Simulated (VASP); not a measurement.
Write the native input for VASP 6.6.1 that does the following.

```
Task                   : single point
Functional             : PBEsol
Potentials or basis    : VASP PAW PBE potentials, release 64 (Mg, F)
Cutoff                 : 600 eV
k mesh                 : 6 × 6 × 8
Occupations            : gaussian, width 0.02 eV
Spin                   : no spin polarisation
Dipole correction      : no
Further INCAR settings : ALGO = Normal; EDIFF = 1e-06; NBANDS = 25
```

The structure of MgF2 lies in POSCAR:

```
MgF2
1.0
    4.6382900969      0.0000000000      0.0000000000
    0.0000000000      4.6382900969      0.0000000000
    0.0000000000      0.0000000000      3.0625603088
Mg F
2 4
Direct
    0.0000000000      0.0000000000      0.0000000000
    0.5000000000      0.5000000000      0.5000000000
    0.3033942654      0.3033942654      0.0000000000
    0.1966057346      0.8033942654      0.5000000000
    0.6966057346      0.6966057346      0.0000000000
    0.8033942654      0.1966057346      0.5000000000
```

These files were run (other wordings do the same):

INCAR

```
PREC = Accurate
ENCUT = 600
EDIFF = 1E-6
ISMEAR = 0
SIGMA = 0.02
LREAL = F
LASPH = T
NELM = 120
ALGO = Normal
ISIF = 2
LWAVE = F
LCHARG = F
GGA = PS
NBANDS = 25
GGA_COMPAT = F
```

KPOINTS

```
Automatic mesh
0
Gamma
  6 6 8
```

Potentials or basis: VASP PAW PBE potentials, release 64 (Mg, F).

Run with:

```console
$ cat potpaw_PBE.64/Mg/POTCAR potpaw_PBE.64/F/POTCAR > POTCAR
$ mpirun -np 1 vasp_std > vasp.out
```

Results of the run:

The pressure is -0.9 GPa. The band gap on the k mesh is 6.86 eV.

Caveat: the PAW data sets were made with another functional, which shifts forces and pressure a little.

It took 28 s on 1 thread of Intel(R) Xeon(R) 6975P-C (Granite Rapids), with other jobs on the host, peak memory 0.23 GiB.
